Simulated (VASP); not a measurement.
Here is a VASP 6.6.1 calculation.

Contents of INCAR:

```
SYSTEM = Li
ALGO = Normal ; EDIFF = 1E-6
ENCUT = 520 ; GGA = PE
ISIF = 2 ; ISMEAR = -1
LASPH = .True. ; LCHARG = .False.
LREAL = Auto ; LWAVE = .False.
NBANDS = 40 ; NELM = 100
PREC = Accurate ; SIGMA = 0.002
```

File KPOINTS:

```
k-points
0
Gamma
  2 2 2
  0 0 0
```

Contents of POSCAR:

```
Li
1.0
    6.9800000000      0.0000000000      0.0000000000
    0.0000000000      6.9800000000      0.0000000000
    0.0000000000      0.0000000000      6.9800000000
Li
17
Direct
    0.3189111748      0.4987106017      0.0964469914
    0.5332234957     -0.1991690544     -0.0352578797
   -0.0509025788      0.6867478510     -0.0206303725
   -0.0780229226      0.1336962751      0.3927220630
    0.1970916905      0.3244985673     -0.3735530086
    0.6901862464      0.4547134670     -0.0939255014
    0.2189541547     -0.0437965616      0.0326934097
    0.8486962751     -0.0122922636      0.0926934097
   -0.3405157593      0.2342263610      0.5915186246
    0.0022636103      0.6790974212      0.4334527221
    0.3271203438     -0.0417335244      0.3541833811
    0.6530372493      0.7834813754      0.2760171920
    0.7636962751      0.8928939828      0.7777650430
    0.6248997135      0.3990974212      1.2816475645
    0.3781948424      0.6617335244      0.6854011461
    1.0179369628      1.3213180516      1.0572922636
    0.1960028653      0.9581518625      0.7145845272
```

Potentials or basis: VASP PAW PBE potentials, release 64 (Li_sv).

Command:

```sh
$ cat potpaw_PBE.64/Li_sv/POTCAR > POTCAR
$ mpirun -np 1 vasp_std > vasp.out
```

(1) What does it give for the largest force?

(2) Predict the band gap on the k mesh.

## Answers

(1) 1.798 eV/Å.

(2) zero (an odd number of electrons rules out a gap without spin polarisation).

Caveat: the k points lie up to 0.45 Å⁻¹ apart, too coarse for converged energies and pressures of a metal; the atoms stand as in a frame of molecular dynamics.
